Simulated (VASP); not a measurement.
# ZnO (wurtzite type): relaxation of cell and atoms with PBE

The system is ZnO (wurtzite type).

```
CELL_PARAMETERS angstrom
3.17193 0.00000 0.00000
-1.58597 2.74697 0.00000
0.00000 0.00000 5.17025
ATOMIC_POSITIONS crystal
Zn 0.33333 0.66667 0.00000
Zn 0.66667 0.33333 0.50000
O 0.33333 0.66667 0.37600
O 0.66667 0.33333 0.87600
```

- Program: VASP 6.6.1
- Task: relaxation of cell and atoms
- Functional: PBE
- Potentials or basis: VASP PAW PBE potentials, release 64 (Zn, O)
- Cutoff: 600 eV
- k mesh: 12 × 12 × 7
- Occupations: fermi-dirac, width 0.08 eV
- Spin: no spin polarisation
- Target pressure: 14 GPa
- Dipole correction: no
- Further INCAR settings: ALGO = Normal; EDIFF = 1e-06; IBRION = 2; EDIFFG = -0.005; NSW = 60; ISIF = 3

| Item | Value |
| --- | --- |
| Relaxed volume | 11.34 Å³/atom |
| Relaxed cell | a = 3.190 Å, b = 3.190 Å, c = 5.148 Å, α = 90.00°, β = 90.00°, γ = 120.00° |
| Space group after relaxing (to 0.1 Å) | P6_3mc (No. 186) |
| Energy change on relaxing (the run minimises the enthalpy) | -7.6 meV/atom |
| Ionic steps | 12 |
| Pressure after relaxing | 14.0 GPa |
| Largest force after relaxing | 0.004 eV/Å |
| Band gap on the k mesh | 0.85 eV |

Forces on the atoms (eV/Å):
```
Zn   0.000  0.000  0.004
Zn   0.000  0.000  0.004
O    0.000  0.000 -0.004
O    0.000  0.000 -0.004
```

The path:
| step | energy change (eV) | largest force (eV/Å) | pressure (GPa) | volume (Å³) |
| --- | --- | --- | --- | --- |
| 1 | 0.0000 | 0.0022 | 15.39 | 45.05 |
| 2 | -0.0562 | 0.0362 | 12.70 | 45.69 |
| 3 | -0.0294 | 0.0197 | 13.90 | 45.37 |
| 4 | -0.0286 | 0.0196 | 14.10 | 45.36 |
| 5 | -0.0290 | 0.0201 | 13.93 | 45.36 |
| 6 | -0.0301 | 0.0189 | 13.78 | 45.37 |
| 7 | -0.0316 | 0.0185 | 13.92 | 45.39 |
| 8 | -0.0312 | 0.0179 | 14.03 | 45.38 |
| 9 | -0.0336 | 0.0343 | 13.80 | 45.41 |
| 10 | -0.0321 | 0.0010 | 13.87 | 45.39 |
| 11 | -0.0244 | 0.0196 | 14.25 | 45.31 |
| 12 | -0.0304 | 0.0035 | 14.04 | 45.37 |

Final structure:
```
Zn O
1.0
     3.19011    0.00000    0.00000
    -1.59505    2.76271    0.00000
     0.00000    0.00000    5.14827
Zn O
2 2
Direct
  0.33333 0.66667 0.99847
  0.66667 0.33333 0.49847
  0.33333 0.66667 0.37753
  0.66667 0.33333 0.87753
```

Levels at points of the mesh, in eV from the valence-band top:
```csv
k point,band 15,band 16,band 17,band 18,band 19,band 20,band 21,band 22
"(0.00, 0.00, 0.00)",-0.85,-0.11,0.00,0.00,0.85,5.40,8.35,13.15
"(0.50, 0.00, 0.00)",-2.97,-2.42,-1.37,-0.90,5.98,6.92,7.62,8.84
```

It took 15 min on 1 thread of Intel Xeon 8259CL, with other jobs on the host, peak memory 0.24 GiB.

Caveat: the cell is relaxed towards a set pressure, so the run minimises the enthalpy, not the energy.
